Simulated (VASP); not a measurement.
# MgH12Cl2O6 in VASP: further runs, part 2 of 3

VASP 6.6.1. The steps go on from the part before.

**3. Single point, PBE+D3(BJ)**

The input, INCAR:

```
  PREC = Accurate
  ENCUT = 520
  EDIFF = 1E-6
  ISMEAR = -1
  SIGMA = 0.05
  LREAL = F
  LASPH = T
  NELM = 120
  ALGO = Normal
  ISIF = 2
  LWAVE = F
  LCHARG = F
  GGA = PE
  IVDW = 12
  NBANDS = 48
  GGA_COMPAT = F
```

The input, KPOINTS:

```
Automatic mesh
0
Gamma
  1 1 1
```

The input, POSCAR:

```
MgH12Cl2O6
1.0
    6.0495890000      0.0000000000      0.0000000000
    0.0000000000      6.0495890000      0.0000000000
    0.0000000000      0.0000000000      6.0495890000
O H Mg Cl
6 12 1 2
Direct
    0.8709517291      0.8456111647      0.8472476395
    0.6135623428      0.7039651785      0.2811595961
    0.1256118391      0.5920898097      0.6475811828
    0.4328062617     -0.0488793536      0.6263731305
    0.6120415784      0.4309548963     -0.0458378247
    0.1591017175      0.5476570392      0.1988399543
    0.8632983166      0.9489570283      0.7147427701
    0.9723139870      0.9488247879      0.9354519786
    0.6462587789      0.6257284586      0.1420427074
    0.6900799377      0.8464211370      0.2702828242
    0.0396059964      0.6986590329      0.7547124276
    0.0345478015      0.4662961401      0.6057436299
    0.3872825080     -0.0016364748      0.7844830450
    0.5462685151      0.0646324899      0.5844694573
    0.5424335438      0.2900362322     -0.0138852408
    0.6510029028      0.4138958862     -0.2043444604
    0.2428760036      0.5202667487      0.0620207422
    0.0974115762      0.3966219854      0.2259988241
    0.2987475678      0.7401659848      0.4185904199
    0.8125014774      0.2065098968      0.4739991428
    0.2422478618      0.0744843989      1.0835777439
```

Potentials or basis: VASP PAW PBE potentials, release 64 (O, H, Mg, Cl).

Command:

```
$ cat potpaw_PBE.64/O/POTCAR potpaw_PBE.64/H/POTCAR potpaw_PBE.64/Mg/POTCAR potpaw_PBE.64/Cl/POTCAR > POTCAR
$ mpirun -np 1 vasp_gam > vasp.out
```

Run time: 17 s. Hardware: 1 thread of Intel Xeon 6975P-C (Granite Rapids), shared host; peak memory 0.32 GiB.

The run converged. Its results:

```
Free energy                : -99.6370 eV
Pressure                   : 0.0 GPa
Largest force              : 2.186 eV/Å
Band gap on the k mesh     : 4.70 eV
Dispersion energy per atom : -0.063 eV
```

Forces on the atoms (eV/Å):
```
O    0.994  1.942 -0.139
O   -0.166  0.907  0.558
O    0.625  0.586  0.456
O   -0.396  0.957  1.701
O    0.178 -0.151 -1.321
O   -0.241 -1.352 -0.641
H   -0.557 -0.593  0.325
H   -0.433 -0.862  0.139
H   -0.110 -0.427 -0.284
H   -0.060 -0.137  0.133
H   -0.442 -0.716 -0.463
H   -0.533 -0.292  0.076
H    0.049 -0.758 -1.293
H   -0.059 -0.330 -0.283
H   -0.302 -0.401  0.557
H    0.075  0.342  0.571
H   -0.044  0.260  0.216
H    0.076  0.838  0.164
Mg   0.726  0.384 -0.428
Cl   0.295  0.083  0.008
Cl   0.326 -0.281 -0.051
```

Stress tensor (GPa, compression positive):
```
 0.37  0.08  0.37
 0.08 -0.01  0.61
 0.37  0.61 -0.26
```

Levels at points of the mesh, in eV from the valence-band top:
| k point | band 30 | band 31 | band 32 | band 33 | band 34 | band 35 |
| --- | --- | --- | --- | --- | --- | --- |
| (0.00, 0.00, 0.00) | -0.25 | -0.13 | 0.00 | 4.70 | 7.58 | 8.07 |

Caveat: the k points lie up to 1.04 Å⁻¹ apart.

**4. Single point, PBE+D3(BJ)**

The input, INCAR:

```
SYSTEM = MgH12Cl2O6
PREC = Accurate
ENCUT = 520
EDIFF = 1E-6
ISMEAR = -1
SIGMA = 0.05
LREAL = .False.
LASPH = .True.
NELM = 120
ALGO = Normal
ISIF = 2
LWAVE = .False.
LCHARG = .False.
GGA = PE
IVDW = 12
NBANDS = 48
GGA_COMPAT = .False.
```

The input, KPOINTS:

```
Automatic mesh
0
Gamma
  1 1 1
  0 0 0
```

The input, POSCAR:

```
MgH12Cl2O6
1.0
    6.0495890000      0.0000000000      0.0000000000
    0.0000000000      6.0495890000      0.0000000000
    0.0000000000      0.0000000000      6.0495890000
O H Mg Cl
6 12 1 2
Direct
    0.8752164816      0.8863742644      0.8637942181
    0.6164881614      0.7125277436      0.2889287190
    0.1117265983      0.5928832521      0.6164385713
    0.4049035397     -0.0462180158      0.6490854172
    0.5858083913      0.4305416451     -0.0757241525
    0.1667055398      0.5591950131      0.1656145566
    0.8740263182      0.9797690389      0.7243136683
    0.9721156264      0.9661152187      0.9739835219
    0.6316462160      0.6151988176      0.1590521273
    0.6844431911      0.8578268706      0.2416362500
    0.0090584666      0.6715332232      0.7326448127
    0.0371430191      0.4477824857      0.5929328422
    0.3384362144     -0.0205799105      0.8077242933
    0.5250439327      0.0567476567      0.6103059233
    0.5460536245      0.2764154722     -0.0255885152
    0.6811537114      0.4010850985     -0.2029724664
    0.2405122067      0.5188782246      0.0206129706
    0.0937914956      0.4351369986      0.2220150823
    0.2990781688      0.7799042216      0.3936961668
    0.8279240127      0.1872028001      0.4725279684
    0.2640509959      0.0813939592      1.0991655797
```

Potentials or basis: VASP PAW PBE potentials, release 64 (O, H, Mg, Cl).

Command:

```
$ cat potpaw_PBE.64/O/POTCAR potpaw_PBE.64/H/POTCAR potpaw_PBE.64/Mg/POTCAR potpaw_PBE.64/Cl/POTCAR > POTCAR
$ mpirun -np 1 vasp_gam > vasp.out
```

OUTCAR:

```text
SYSTEM = MgH12Cl2O6
   PREC = Accurate
   ENCUT = 520
   EDIFF = 1E-6
   ISMEAR = -1
   LREAL = .False.
   LASPH = .True.
   NELM = 120
   ISIF = 2
   GGA = PE
   IVDW = 12
 IVDW          = 12

 ion  position               nearest neighbor table
   1  0.875  0.886  0.864-   8 1.01   7 1.02
   2  0.616  0.713  0.289-   9 0.99  10 1.01  19 2.06
   3  0.112  0.593  0.616-  12 1.00  11 1.05  19 2.09
   4  0.405  0.954  0.649-  14 0.99  13 1.05  19 1.98
   5  0.586  0.431  0.924-  16 0.98  15 1.01
   6  0.167  0.559  0.166-  18 0.94  17 1.01  19 2.08
   7  0.874  0.980  0.724-   1 1.02
   8  0.972  0.966  0.974-   1 1.01
   9  0.632  0.615  0.159-   2 0.99
  10  0.684  0.858  0.242-   2 1.01
  11  0.009  0.672  0.733-   3 1.05
  12  0.037  0.448  0.593-   3 1.00
  13  0.338  0.979  0.808-   4 1.05
  14  0.525  0.057  0.610-   4 0.99
  15  0.546  0.276  0.974-   5 1.01
  16  0.681  0.401  0.797-   5 0.98
  17  0.241  0.519  0.021-   6 1.01
  18  0.094  0.435  0.222-   6 0.94
  19  0.299  0.780  0.394-   4 1.98   2 2.06   6 2.08   3 2.09  21 2.56
  20  0.828  0.187  0.473-
  21  0.264  0.081  0.099-  19 2.56

  LATTYP: Found a simple cubic cell.
 ALAT       =     6.0495890000

  Lattice vectors:

 A1 = (   6.0495890000,   0.0000000000,   0.0000000000)
 A2 = (   0.0000000000,   6.0495890000,   0.0000000000)
 A3 = (   0.0000000000,   0.0000000000,   6.0495890000)

Analysis of symmetry for initial positions (statically):
=====================================================================
 Subroutine PRICEL returns:
 Original cell was already a primitive cell.

 Routine SETGRP: Setting up the symmetry group for a
 simple cubic supercell.

[... 150 lines left out ...]
   IMIX   =      4    mixing-type and parameters
     AMIX     =   0.40;   BMIX     =  1.00
     AMIX_MAG =   1.60;   BMIX_MAG =  1.00
  volume/ion in A,a.u.               =      10.54        71.15
  Fermi-wavevector in a.u.,A,eV,Ry     =   1.082453  2.045539 15.942000  1.171704
  Thomas-Fermi vector in A             =   2.218495
   LORBIT       =      0    0 simple, 1 ext, 2 COOP (PROOUT), +10 PAW based schemes
   GGA     = PE    functional components
   LHFCALC =     F    Hartree Fock is set to
   AEXX    =    0.0000 exact exchange contribution
   IVDW    =    12    specifies the selected vdW correction
   LEPSILON=     F    determine dielectric tensor
   LRPA    =     F    only Hartree local field effects (RPA)
 non-spin polarized calculation
  energy-cutoff  :      520.00
  volume of cell :      221.40
 maximum number of plane-waves:      3016
 NGX is ok and might be reduce to    48
   NGX = 23   NGY = 23   NGZ = 23

 number of electron      64.0000002 magnetization

 Free energy of the ion-electron system (eV)
  ---------------------------------------------------
  ext. energy  EPLUGINS =         0.00000000
  ---------------------------------------------------
  free energy    TOTEN  =       -98.28322366 eV

  energy without entropy =      -98.28322366  energy(sigma->0) =      -98.28322366

 E-fermi :  -0.7103     XC(G=0):  -7.8022

 val. band max:       -1.9304217897   @ k =   0.0000   0.0000   0.0000
 cond. band min:       2.7690927832   @ k =   0.0000   0.0000   0.0000
 fundamental gap:      4.6995145728
 Fermi energy:        -0.7103297872

 k-point     1 :       0.0000    0.0000    0.0000
  band No.  band energies     occupation
      1     -21.3437      2.00000
      2     -20.9138      2.00000
      3     -20.5916      2.00000
      4     -20.4833      2.00000
      5     -20.4214      2.00000
      6     -19.8619      2.00000
[... 36 lines left out ...]
     43       8.1802      0.00000
     44       8.6674      0.00000
 [bands above 44 left out]

------------------------ aborting loop because EDIFF is reached ----------------------------------------

 Edisp (eV)   -1.32528

 E8    (eV) :    -0.3531

  FORCE on cell =-STRESS in cart. coord.  units (eV):
  Direction    XX          YY          ZZ          XY          YZ          ZX
  --------------------------------------------------------------------------------------
  -------------------------------------------------------------------------------------
  Total      -1.04019    -0.44423    -4.93379     0.52685    -0.37036     2.71918
  in kB      -7.52744    -3.21473   -35.70372     3.81258    -2.68011    19.67753
  external pressure =      -15.48 kB  Pullay stress =        0.00 kB

 VOLUME and BASIS-vectors are now :
 -----------------------------------------------------------------------------
  energy-cutoff  :      520.00
  volume of cell :      221.40
      direct lattice vectors                 reciprocal lattice vectors
     6.049589000  0.000000000  0.000000000     0.165300486  0.000000000  0.000000000
     0.000000000  6.049589000  0.000000000     0.000000000  0.165300486  0.000000000
     0.000000000  0.000000000  6.049589000     0.000000000  0.000000000  0.165300486

 POSITION                                       TOTAL-FORCE (eV/Angst)
 -----------------------------------------------------------------------------------
      5.29470      5.36220      5.22560         0.343088      0.144234      0.050770
      3.72950      4.31050      1.74790         0.297443      1.524850     -0.184533
      0.67590      3.58670      3.72920        -1.239386      0.407492      1.246103
      2.44950      5.76999      3.92670        -0.764548     -0.124866      0.924767
      3.54390      2.60460      5.59149        -0.144158     -1.211887      0.370179
      1.00850      3.38290      1.00190         1.530896      1.780681     -1.790489
[... 13 lines left out ...]
      5.00860      1.13250      2.85860        -0.020320      0.201059     -0.168526
      1.59740      0.49240      0.59991         0.223083     -0.254245      0.394267
 -----------------------------------------------------------------------------------
    total drift:                               -0.000859      0.001091      0.000397

  FREE ENERGIE OF THE ION-ELECTRON SYSTEM (eV)
  ---------------------------------------------------
  free  energy   TOTEN  =       -99.6085054695 eV

  energy  without entropy=      -99.6085054695  energy(sigma->0) =      -99.60850547
```

OSZICAR:

```text
N       E                     dE             d eps       ncg     rms          rms(c)
DAV:   1     0.511830832839E+03    0.51183E+03   -0.34475E+04    96   0.124E+03
DAV:   2    -0.586366941823E+02   -0.57047E+03   -0.54797E+03   120   0.290E+02
DAV:   3    -0.106505631102E+03   -0.47869E+02   -0.47519E+02   120   0.906E+01
DAV:   4    -0.107247882897E+03   -0.74225E+00   -0.74074E+00   120   0.126E+01
DAV:   5    -0.107258858357E+03   -0.10975E-01   -0.10965E-01   120   0.149E+00    0.185E+01
DAV:   6    -0.983590814475E+02    0.88998E+01   -0.29268E+01   120   0.245E+01    0.741E+00
DAV:   7    -0.983055500269E+02    0.53531E-01   -0.12394E+00   112   0.476E+00    0.473E+00
DAV:   8    -0.982851428448E+02    0.20407E-01   -0.33356E-01   128   0.305E+00    0.852E-01
DAV:   9    -0.982791155626E+02    0.60273E-02   -0.27475E-02   128   0.108E+00    0.415E-01
DAV:  10    -0.982822848008E+02   -0.31692E-02   -0.15229E-02   112   0.536E-01    0.159E-01
DAV:  11    -0.982826657587E+02   -0.38096E-03   -0.44395E-04   128   0.117E-01    0.102E-01
DAV:  12    -0.982831809255E+02   -0.51517E-03   -0.58742E-04   112   0.125E-01    0.190E-02
DAV:  13    -0.982832174862E+02   -0.36561E-04   -0.37563E-05   120   0.342E-02    0.134E-02
DAV:  14    -0.982832215144E+02   -0.40282E-05   -0.63588E-06   112   0.130E-02    0.550E-03
DAV:  15    -0.982832233551E+02   -0.18407E-05   -0.17480E-06    96   0.722E-03    0.190E-03
DAV:  16    -0.982832236625E+02   -0.30740E-06   -0.37746E-07    80   0.466E-03
   1 F= -.99608505E+02 E0= -.99608505E+02  d E =-.705611E-10
```

Wall time 17 s (1 thread of Intel Xeon 6975P-C (Granite Rapids), shared host); peak memory 0.32 GiB.

What came out:

* Free energy: -99.6085 eV
* Pressure: -1.5 GPa
* Largest force: 2.953 eV/Å
* Band gap on the k mesh: 4.70 eV
* Dispersion energy per atom: -0.063 eV

Forces in eV/Å, atoms in the order of the input:
```
O    0.343  0.144  0.051
O    0.297  1.525 -0.185
O   -1.239  0.407  1.246
O   -0.765 -0.125  0.925
O   -0.144 -1.212  0.370
O    1.531  1.781 -1.790
H   -0.067 -0.165  0.832
H   -0.342 -0.460 -0.920
H    0.035 -0.245 -0.342
H   -0.405 -1.229  0.456
H    0.993 -0.054 -1.000
H    0.180  0.308 -0.296
H    1.052 -0.002 -1.681
H    0.023  0.102  0.413
H    0.108  1.107 -0.063
H   -0.025  0.216 -0.170
H   -0.611  0.254  1.561
H   -0.975 -1.831  0.495
Mg  -0.192 -0.469 -0.128
Cl  -0.020  0.201 -0.169
Cl   0.223 -0.254  0.394
```

Stress tensor (GPa, compression positive):
```
-0.75  0.38  1.97
 0.38 -0.32 -0.27
 1.97 -0.27 -3.57
```

Caveat: the k points lie up to 1.04 Å⁻¹ apart.

[end of part 2 of 3]
